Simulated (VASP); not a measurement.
Wanted: the native input for a VASP 6.6.1 run.

| Quantity | Value |
| --- | --- |
| Task | single point |
| Functional | PBE |
| Potentials or basis | VASP PAW PBE potentials, release 64 (Ru_pv) |
| Cutoff | 520 eV |
| k mesh | 9 × 9 × 13 |
| Occupations | fermi-dirac, width 0.08 eV |
| Spin | no spin polarisation |
| Dipole correction | no |
| Further INCAR settings | ALGO = Normal; EDIFF = 1e-06; NBANDS = 28 |

The structure of Ru lies in POSCAR:

```
Ru
1.0
    4.2683005943      0.0000000000      0.0000000000
   -2.1341502972      3.6964567457      0.0000000000
    0.0000000000      0.0000000000      2.6844348078
Ru
3
Direct
    0.0000000000      0.0000000000      0.0000000000
    0.3333333333      0.6666666667      0.5000000000
    0.6666666667      0.3333333333      0.5000000000
```

This isn't the form of Ru at room conditions, which is hcp.

One way to write it, as run:

INCAR

```
SYSTEM = Ru
PREC = Accurate
ENCUT = 520
EDIFF = 1E-6
ISMEAR = -1
SIGMA = 0.08
LREAL = .False.
LASPH = .True.
NELM = 60
ALGO = Normal
ISIF = 2
LWAVE = .False.
LCHARG = .False.
GGA = PE
NBANDS = 28
```

KPOINTS

```
regular mesh
0
Gamma
  9 9 13
  0 0 0
```

Potentials or basis: VASP PAW PBE potentials, release 64 (Ru_pv).

Launch:

```sh
$ cat potpaw_PBE.64/Ru_pv/POTCAR > POTCAR
$ mpirun -np 1 vasp_std > vasp.out
```

Results of the run:

```json
{
 "Pressure": "0.0 GPa",
 "Band gap on the k mesh": "zero (bands 21 and 22 overlap by 2.28 eV)"
}
```

Wall time 25 s on 1 thread of Intel(R) Xeon(R) 6975P-C (Granite Rapids) (shared host), peak memory 0.2 GiB.
